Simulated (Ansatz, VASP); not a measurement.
# C: VASP beside Ansatz

Contents of INCAR:

```
PREC = Accurate
ENCUT = 520
EDIFF = 1E-6
ISMEAR = 0
SIGMA = 0.05
LREAL = False
LASPH = True
NELM = 60
ALGO = Normal
ISIF = 2
LWAVE = False
LCHARG = False
NBANDS = 11
```

File KPOINTS:

```
regular mesh
0
Gamma
  12 12 12
```

Contents of POSCAR:

```
C
1.0
    0.0000000000      1.7374228774      1.8677295932
    1.7374228774      0.0000000000      1.8677295932
    1.7374228774      1.7374228774      0.0000000000
C
2
Direct
    0.5000000000      0.5000000000      0.5000000000
    0.7500000000      0.7500000000      0.7500000000
```

Input for Ansatz:

```yaml
crystal:
  lattice:
    - [0.0, 1.7374228774, 1.8677295932]
    - [1.7374228774, 0.0, 1.8677295932]
    - [1.7374228774, 1.7374228774, 0.0]
  atoms:
    - { symbol: C, position: [0.5, 0.5, 0.5] }
    - { symbol: C, position: [0.75, 0.75, 0.75] }
basis:
  ecutwfc: 520.0
kpoints:
  mp_grid: { grid: [12, 12, 12] }
hamiltonian:
  xc: lda
  pseudopotentials: { kind: paw, azcp: { folder: soft_1 } }
scf:
  occupations: { method: gaussian, width: 0.05 }
output:
  forces: true
  stress: true
  eigenvalues: true
```

Alike in both runs: task single point; functional LDA; k mesh 12 × 12 × 12; occupations gaussian, width 0.05 eV; no spin polarisation.

|  | VASP | Ansatz |
| --- | --- | --- |
| version | VASP 6.6.1 | Ansatz 0.2.0 |
| potentials or method | VASP PAW LDA potentials, release 64 (C), cutoff 520 eV | scalar-relativistic, plane waves, PAW |
| valence electrons in the cell | 8 | 8 |

```tsv
	VASP	Ansatz	Ansatz less VASP
gap on the k mesh at the Fermi level (eV)	3.23	3.24	+0.008
least direct gap on the mesh (eV)	4.92	4.92	-0.002
pressure (GPa)	-8.9	-10.5	-1.56
traceless stress, the component that is largest in VASP (GPa)	-48.11	-48.18	-0.065
```

Ansatz warns that its potentials were made for another functional, while VASP's fit it. LDA's correlation is that of Perdew and Zunger in VASP and of Perdew and Wang (1992) in Ansatz.
